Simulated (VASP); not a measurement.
A run of VASP 6.6.1 is set up as follows.

POSCAR

```
MgO2
1.0
    4.7853400058      0.0000000000      0.0000000000
    0.0000000000      4.7853400058      0.0000000000
    0.0000000000      0.0000000000      4.7853400058
Mg O
4 8
Direct
    0.0000000000      0.5000000000      0.5000000000
    0.5000000000      0.5000000000      0.0000000000
    0.5000000000      0.0000000000      0.5000000000
    0.0000000000      0.0000000000      0.0000000000
    0.4106506799      0.0893493201      0.9106506799
    0.0893493201      0.9106506799      0.4106506799
    0.9106506799      0.4106506799      0.0893493201
    0.5893493201      0.5893493201      0.5893493201
    0.4106506799      0.4106506799      0.4106506799
    0.0893493201      0.5893493201      0.9106506799
    0.9106506799      0.0893493201      0.5893493201
    0.5893493201      0.9106506799      0.0893493201
```

The input INCAR.step1:

```
SYSTEM = MgO2
  ALGO = Normal
  EDIFF = 1E-4
  ENCUT = 520
  GGA = PE
  ISMEAR = 0
  LASPH = .True.
  LCHARG = .False.
  LREAL = .False.
  LWAVE = .True.
  NBANDS = 40
  NELM = 80
  PREC = Accurate
  SIGMA = 0.02
```

The input INCAR.step2:

```
SYSTEM = MgO2
  ALGO = Normal
  EDIFF = 1E-6
  ENCUT = 520
  ISIF = 2
  ISMEAR = 0
  ISTART = 1
  LASPH = .True.
  LCHARG = .False.
  LMIXTAU = .True.
  LREAL = .False.
  LWAVE = .False.
  METAGGA = R2SCAN
  NBANDS = 40
  NELM = 80
  PREC = Accurate
  SIGMA = 0.02
```

The input KPOINTS:

```
k-points
0
Gamma
  6 6 6
  0 0 0
```

Potentials or basis: VASP PAW PBE potentials, release 64 (Mg, O).

Command:

```sh
$ cat potpaw_PBE.64/Mg/POTCAR potpaw_PBE.64/O/POTCAR > POTCAR
$ cp INCAR.step1 INCAR
$ mpirun -np 1 vasp_std > vasp.out
$ cp INCAR.step2 INCAR
$ mpirun -np 1 vasp_std > vasp.out
```

Question: What does it give for the largest force?

Answer: 0.281 eV/Å.

Question: What does it give for the pressure?

Answer: 4.4 GPa.

Forces in eV/Å, atoms in the order of the input:
```
Mg   0.000  0.000  0.000
Mg   0.000  0.000  0.000
Mg   0.000  0.000  0.000
Mg   0.000  0.000  0.000
O   -0.162  0.162 -0.162
O    0.162 -0.162 -0.162
O   -0.162 -0.162  0.162
O    0.162  0.162  0.162
O   -0.162 -0.162 -0.162
O    0.162  0.162 -0.162
O   -0.162  0.162  0.162
O    0.162 -0.162  0.162
```

Caveat: the PAW data sets were made with another functional, which shifts forces and pressure a little.
